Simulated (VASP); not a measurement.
# Tc12H (a cell with a defect) in VASP: relaxation of the atoms with LDA

Aim: the relaxation of the atoms of Tc12H (a cell with a defect) with LDA.

All numbers are computed with VASP 6.6.1; they aren't measurements. Logs are shortened: lines on timing, memory, paths and dates and some standing lists are left out, and cuts for length are marked.

**1. The cell of the first run**

The cell holds a defect, 13 atoms: a = 5.480 Å, b = 8.220 Å, c = 4.395 Å, α = 90.00°, β = 90.00°, γ = 120.00°.

**2. Relaxation of the atoms, LDA**

INCAR

```
SYSTEM = Tc12H
PREC = Accurate
ENCUT = 520
EDIFF = 1E-7
ISMEAR = -1
SIGMA = 0.05
LREAL = .FALSE.
LASPH = .TRUE.
NELM = 60
ALGO = Normal
ISIF = 2
LWAVE = .FALSE.
LCHARG = .FALSE.
GGA = CA
IBRION = 2
NSW = 45
EDIFFG = -0.08
KPAR = 2
```

KPOINTS

```
regular mesh
0
G
  2 2 2
  0 0 0
```

POSCAR

```
Tc12H
1.0
    5.4800000000      0.0000000000      0.0000000000
   -4.1100000000      7.1187290000      0.0000000000
    0.0000000000      0.0000000000      4.3949600000
Tc H
12 1
Direct
    0.0000000000      0.0000000000      0.0000000000
    0.1666667000      0.2222222000      0.5000000000
    0.0000000000      0.3333333000      0.0000000000
    0.1666667000      0.5555556000      0.5000000000
    0.0000000000      0.6666667000      0.0000000000
    0.1666667000      0.8888889000      0.5000000000
    0.5000000000      0.0000000000      0.0000000000
    0.6666667000      0.2222222000      0.5000000000
    0.5000000000      0.3333333000      0.0000000000
    0.6666667000      0.5555556000      0.5000000000
    0.5000000000      0.6666667000      0.0000000000
    0.6666667000      0.8888889000      0.5000000000
    0.8328334000      0.1076211000      0.2545914000
```

Potentials or basis: VASP PAW LDA potentials, release 64 (Tc_pv, H).

Command:

```sh
> cat potpaw_LDA.64/Tc_pv/POTCAR potpaw_LDA.64/H/POTCAR > POTCAR
> mpirun -np 2 vasp_std > vasp.out
```

OUTCAR:

```text
SYSTEM = Tc12H
   PREC = Accurate
   ENCUT = 520
   EDIFF = 1E-7
   ISMEAR = -1
   LREAL = .FALSE.
   LASPH = .TRUE.
   NELM = 60
   ISIF = 2
   GGA = CA
   IBRION = 2
   NSW = 45
   EDIFFG = -0.08

 ion  position               nearest neighbor table
   1  0.000  0.000  0.000-  13 1.92  12 2.71  12 2.71   2 2.71   2 2.71   6 2.71   6 2.71   3 2.74
                             5 2.74   9 2.74  11 2.74   7 2.74   7 2.74
   2  0.167  0.222  0.500-  13 1.92   9 2.71   9 2.71   1 2.71   1 2.71   3 2.71   3 2.71   6 2.74
                            12 2.74   8 2.74   8 2.74  10 2.74   4 2.74
   3  0.000  0.333  0.000-  13 1.96   8 2.71   8 2.71   2 2.71   2 2.71   4 2.71   4 2.71   1 2.74
                             7 2.74   9 2.74   9 2.74  11 2.74   5 2.74
   4  0.167  0.556  0.500-  11 2.71  11 2.71   5 2.71   5 2.71   3 2.71   3 2.71   6 2.74  12 2.74
                            10 2.74  10 2.74   8 2.74   2 2.74
   5  0.000  0.667  0.000-  10 2.71  10 2.71   6 2.71   6 2.71   4 2.71   4 2.71   1 2.74   7 2.74
                            11 2.74  11 2.74   9 2.74   3 2.74
   6  0.167  0.889  0.500-   7 2.71   7 2.71   5 2.71   5 2.71   1 2.71   1 2.71   4 2.74   2 2.74
                             8 2.74  10 2.74  12 2.74  12 2.74
   7  0.500  0.000  0.000-  13 1.94   6 2.71   6 2.71   8 2.71   8 2.71  12 2.71  12 2.71  11 2.74
                             9 2.74   3 2.74   5 2.74   1 2.74   1 2.74
   8  0.667  0.222  0.500-  13 1.93   3 2.71   3 2.71   7 2.71   7 2.71   9 2.71   9 2.71  12 2.74
                             6 2.74   2 2.74   2 2.74   4 2.74  10 2.74
   9  0.500  0.333  0.000-   2 2.71   2 2.71   8 2.71   8 2.71  10 2.71  10 2.71   7 2.74   1 2.74
                             3 2.74   3 2.74   5 2.74  11 2.74
  10  0.667  0.556  0.500-   5 2.71   5 2.71  11 2.71  11 2.71   9 2.71   9 2.71  12 2.74   6 2.74
                             4 2.74   4 2.74   2 2.74   8 2.74
  11  0.500  0.667  0.000-   4 2.71   4 2.71  12 2.71  12 2.71  10 2.71  10 2.71   7 2.74   1 2.74
                             5 2.74   5 2.74   3 2.74   9 2.74
  12  0.667  0.889  0.500-  13 1.89   1 2.71   1 2.71  11 2.71  11 2.71   7 2.71   7 2.71  10 2.74
                             8 2.74   2 2.74   4 2.74   6 2.74   6 2.74
  13  0.833  0.108  0.255-  12 1.89   2 1.92   1 1.92   8 1.93   7 1.94   3 1.96

  LATTYP: Found a simple monoclinic cell.
 ALAT       =     5.4800000000
 B/A-ratio  =     0.8020000000
 C/A-ratio  =     1.3228756879
 COS(beta)  =    -0.1889822319

  Lattice vectors:

 A1 = (   5.4800000000,   0.0000000000,   0.0000000000)
 A2 = (   0.0000000000,   0.0000000000,   4.3949600000)
 A3 = (  -1.3700000000,  -7.1187290000,   0.0000000000)

Analysis of symmetry for initial positions (statically):
=====================================================================
 Subroutine PRICEL returns:
 Original cell was already a primitive cell.

 Routine SETGRP: Setting up the symmetry group for a
 simple monoclinic supercell.

 Subroutine GETGRP returns: Found  1 space group operations
 (whereof  1 operations were pure point group operations)
 out of a pool of  4 trial point group operations.

The static configuration has the point symmetry C_1 .

Analysis of symmetry for dynamics (positions and initial velocities):
=====================================================================
 Subroutine PRICEL returns:
 Original cell was already a primitive cell.

 Routine SETGRP: Setting up the symmetry group for a
 simple monoclinic supercell.

 Subroutine GETGRP returns: Found  1 space group operations
 (whereof  1 operations were pure point group operations)
 out of a pool of  4 trial point group operations.

The dynamic configuration has the point symmetry C_1 .

 Subroutine INISYM returns: Found  1 space group operations
 (whereof  1 operations are pure point group operations),
 and found     1 'primitive' translations

----------------------------------------------------------------------------------------

                                     Primitive cell

  volume of cell :     171.4502

  direct lattice vectors                    reciprocal lattice vectors
     5.480000000  0.000000000  0.000000000     0.182481752  0.105355886  0.000000000
    -4.110000000  7.118729000  0.000000000     0.000000000  0.140474514  0.000000000
     0.000000000  0.000000000  4.394960000     0.000000000  0.000000000  0.227533356

  length of vectors
     5.480000000  8.220000157  4.394960000     0.210711776  0.140474514  0.227533356

[... 54 lines left out ...]

 Found      8 irreducible k-points:

 Following reciprocal coordinates:
            Coordinates               Weight
  0.000000  0.000000  0.000000      1.000000
  0.500000  0.000000  0.000000      1.000000
  0.000000  0.500000  0.000000      1.000000
  0.500000  0.500000  0.000000      1.000000
  0.000000  0.000000  0.500000      1.000000
  0.500000  0.000000  0.500000      1.000000
  0.000000  0.500000  0.500000      1.000000
  0.500000  0.500000  0.500000      1.000000
   k-points           NKPTS =      8   k-points in BZ     NKDIM =      8   number of bands    NBANDS=     94
   number of dos      NEDOS =    301   number of ions     NIONS =     13
   total plane-waves  NPLWV =  96768
   dimension x,y,z NGX =    42 NGY =   64 NGZ =   36
   dimension x,y,z NGXF=    84 NGYF=  128 NGZF=   72
   ions per type =              12   1
   NGX,Y,Z   is equivalent  to a cutoff of  12.74, 12.94, 13.62 a.u.
   NGXF,Y,Z  is equivalent  to a cutoff of  25.48, 25.89, 27.24 a.u.
 SYSTEM =  Tc12H
   PREC   = accura    normal or accurate (medium, high low for compatibility)
   ISTART =      0    job   : 0-new  1-cont  2-samecut
   ICHARG =      2    charge: 1-file 2-atom 10-const
   ISPIN  =      1    spin polarized calculation?
   LNONCOLLINEAR =      F non collinear calculations
   LSORBIT =      F    spin-orbit coupling
   LASPH  =      T    aspherical Exc in radial PAW
   ENCUT  =  520.0 eV  38.22 Ry    6.18 a.u.  10.19 15.28  8.17*2*pi/ulx,y,z
   NELM   =     60;   NELMIN=  2; NELMDL= -5     # of ELM steps
   EDIFF  = 0.1E-06   stopping-criterion for ELM
   LREAL  =      F    real-space projection
   EDIFFG = -.8E-01   stopping-criterion for IOM
   NSW    =     45    number of steps for IOM
   IBRION =      2    ionic relax: 0-MD 1-quasi-New 2-CG
   NFREE  =      1    steps in history (QN), initial steepest desc. (CG)
   ISIF   =      2    stress and relaxation
   ISYM   =      2    0-nonsym 1-usesym 2-fastsym
   POTIM  = 0.5000    time-step for ionic-motion
   TEBEG  =    0.0;   TEEND  =   0.0 temperature during run
   PSTRESS=    0.0 pullay stress
   NELECT =     157.0000    total number of electrons
   NUPDOWN=      -1.0000    fix difference up-down
   EMIN   =  10.00;   EMAX   =-10.00  energy-range for DOS
   EFERMI =   0.00;   METHOD = LEGACY
   ISMEAR =    -1;   SIGMA  =   0.05  broadening in eV -4-tet -1-fermi 0-gaus
   EFERMI_NEDOS =   21; number of points for ismear=-14 and -15
   IALGO  =     38    algorithm
   IMIX   =      4    mixing-type and parameters
     AMIX     =   0.40;   BMIX     =  1.00
     AMIX_MAG =   1.60;   BMIX_MAG =  1.00
  volume/ion in A,a.u.               =      13.19        89.00
  Fermi-wavevector in a.u.,A,eV,Ry     =   1.589750  3.004191 34.386057  2.527304
  Thomas-Fermi vector in A             =   2.688551
   LORBIT       =      0    0 simple, 1 ext, 2 COOP (PROOUT), +10 PAW based schemes
   GGA     = CA    functional components
   LHFCALC =     F    Hartree Fock is set to
   AEXX    =    0.0000 exact exchange contribution
   IVDW    =     0    specifies the selected vdW correction
   LEPSILON=     F    determine dielectric tensor
   LRPA    =     F    only Hartree local field effects (RPA)
 conjugate gradient relaxation of ions
 non-spin polarized calculation
  energy-cutoff  :      520.00
  volume of cell :      171.45
 maximum number of plane-waves:      4640
 NGX is ok and might be reduce to    42
   NGX = 21   NGY = 31   NGZ = 17

--------------------------------------- Ionic step        1  -------------------------------------------

 number of electron     157.0000004 magnetization

 Free energy of the ion-electron system (eV)
  ---------------------------------------------------
  ext. energy  EPLUGINS =         0.00000000
  ---------------------------------------------------
  free energy    TOTEN  =      -143.91750239 eV

  energy without entropy =     -143.75583592  energy(sigma->0) =     -143.83666916

------------------------ aborting loop because EDIFF is reached ----------------------------------------

  FORCE on cell =-STRESS in cart. coord.  units (eV):
  Direction    XX          YY          ZZ          XY          YZ          ZX
  --------------------------------------------------------------------------------------
  -------------------------------------------------------------------------------------
  Total       -6.5057670    -10.6560486     -4.6951741      0.1911131     -0.0681908     -0.0916732
  in kB      -60.7954589    -99.5792453    -43.8757280      1.7859241     -0.6372333     -0.8566730
  external PRESSURE =     -68.0834774 kB  Pullay stress =       0.0000000 kB
[... 122 lines left out ...]
  FREE ENERGIE OF THE ION-ELECTRON SYSTEM (eV)
  ---------------------------------------------------
  free  energy   TOTEN  =      -144.0994318738 eV

  energy  without entropy=     -143.9360868433  energy(sigma->0) =     -144.01775936

[... ionic steps 4 to 12 ...]

--------------------------------------- Ionic step       13  -------------------------------------------

 number of electron     157.0000003 magnetization

------------------------ aborting loop because EDIFF is reached ----------------------------------------
[... 89 lines left out ...]
--------------------------------------- Ionic step       15  -------------------------------------------

 number of electron     157.0000004 magnetization

 Free energy of the ion-electron system (eV)
  ---------------------------------------------------
  ext. energy  EPLUGINS =         0.00000000
  ---------------------------------------------------
  free energy    TOTEN  =      -144.56460260 eV

  energy without entropy =     -144.49648697  energy(sigma->0) =     -144.53054479

 E-fermi :  12.5548     XC(G=0): -14.0671

 val. band max:       12.5010552526   @ k =   0.0000   0.0000   0.5000
 cond. band min:      12.5683021678   @ k =   0.0000   0.0000   0.0000
 fundamental gap:      0.0672469152
 Fermi energy:        12.5547512165

 k-point     1 :       0.0000    0.0000    0.0000
  band No.  band energies     occupation
      1     -26.6726      2.00000
      2     -26.5451      2.00000
      3     -26.4233      2.00000
      4     -26.4156      2.00000
      5     -26.3857      2.00000
      6     -26.3700      2.00000
[... 733 lines left out ...]
     89      15.1217      0.00000
     90      15.1331      0.00000
 [bands above 90 left out]

------------------------ aborting loop because EDIFF is reached ----------------------------------------

  FORCE on cell =-STRESS in cart. coord.  units (eV):
  Direction    XX          YY          ZZ          XY          YZ          ZX
  --------------------------------------------------------------------------------------
  -------------------------------------------------------------------------------------
  Total       -4.5532740     -6.6881242     -2.0227079      0.7829618      0.7126953      1.0694762
  in kB      -42.5496918    -62.4995606    -18.9019155      7.3166660      6.6600354      9.9941020
  external PRESSURE =     -41.3170560 kB  Pullay stress =       0.0000000 kB
[... 28 lines left out ...]
  FREE ENERGIE OF THE ION-ELECTRON SYSTEM (eV)
  ---------------------------------------------------
  free  energy   TOTEN  =      -144.5646026043 eV

  energy  without entropy=     -144.4964869699  energy(sigma->0) =     -144.53054479

 reached required accuracy - stopping structural energy minimisation
```

Run time: 40 min. Hardware: 2 MPI ranks of AMD EPYC 7R43 (Zen 3), shared host; peak memory 0.25 GiB.

Results:

```
Free energy                  : -144.5646 eV
Energy gained by relaxing    : 49.8 meV/atom
Ionic steps                  : 15
Pressure after relaxing      : -4.1 GPa
Largest force after relaxing : 0.046 eV/Å
Band gap on the k mesh       : zero (an odd number of electrons rules out a gap without spin polarisation)
```

Forces in eV/Å, atoms in the order of the input:
```
Tc  -0.004  0.002  0.045
Tc  -0.010  0.006 -0.020
Tc   0.004 -0.004 -0.025
Tc  -0.001  0.005 -0.008
Tc   0.002 -0.013  0.020
Tc  -0.007  0.003  0.009
Tc   0.009 -0.004  0.017
Tc   0.004 -0.002 -0.046
Tc   0.006 -0.002 -0.009
Tc   0.001  0.014 -0.017
Tc   0.000 -0.006  0.014
Tc  -0.005  0.005  0.021
H    0.001 -0.004  0.000
```

Step by step:
| step | energy change (eV) | largest force (eV/Å) | pressure (GPa) |
| --- | --- | --- | --- |
| 1 | 0.0000 | 0.8155 | -6.81 |
| 2 | -0.1141 | 0.4419 | -7.10 |
| 3 | -0.1819 | 0.7685 | -6.84 |
| 4 | -0.2910 | 0.8529 | -6.57 |
| 5 | -0.3849 | 0.7327 | -5.61 |
| 6 | -0.3870 | 0.7571 | -5.29 |
| 7 | -0.4750 | 0.7932 | -4.26 |
| 8 | -0.4775 | 0.8336 | -4.02 |
| 9 | -0.5866 | 0.5914 | -4.06 |
| 10 | -0.6025 | 0.7053 | -3.92 |
| 11 | -0.6367 | 0.2167 | -4.35 |
| 12 | -0.6392 | 0.2082 | -4.47 |
| 13 | -0.6453 | 0.0903 | -4.22 |
| 14 | -0.6460 | 0.0978 | -4.10 |
| 15 | -0.6471 | 0.0461 | -4.13 |

Final structure:
```cif
data_structure
_symmetry_space_group_name_H-M 'P 1'
_symmetry_Int_Tables_number 1
_cell_length_a 5.4800
_cell_length_b 8.2200
_cell_length_c 4.3950
_cell_angle_alpha 90.000
_cell_angle_beta 90.000
_cell_angle_gamma 120.000
_cell_volume 171.45
loop_
_atom_site_label
_atom_site_type_symbol
_atom_site_fract_x
_atom_site_fract_y
_atom_site_fract_z
_atom_site_occupancy
Tc1 Tc 0.99807 0.99304 0.97824 1
Tc2 Tc 0.17722 0.22774 0.52070 1
Tc3 Tc 0.99696 0.33207 0.97782 1
Tc4 Tc 0.17188 0.56053 0.51831 1
Tc5 Tc 0.99320 0.66074 0.97862 1
Tc6 Tc 0.17189 0.89277 0.51690 1
Tc7 Tc 0.48935 0.99388 0.98016 1
Tc8 Tc 0.66850 0.22860 0.52260 1
Tc9 Tc 0.49470 0.32889 0.98386 1
Tc10 Tc 0.67331 0.56091 0.52188 1
Tc11 Tc 0.49473 0.66116 0.98213 1
Tc12 Tc 0.66967 0.88960 0.52295 1
H1 H 0.83336 0.11102 0.25042 1
```

Caveat: the k points lie up to 0.71 Å⁻¹ apart, too coarse for converged energies and pressures of a metal; the relaxation stopped at a loose force limit of 0.08 eV/Å, so its end isn't a converged minimum.

The gap in the log of VASP goes by the Fermi energy; the results here count the filled bands.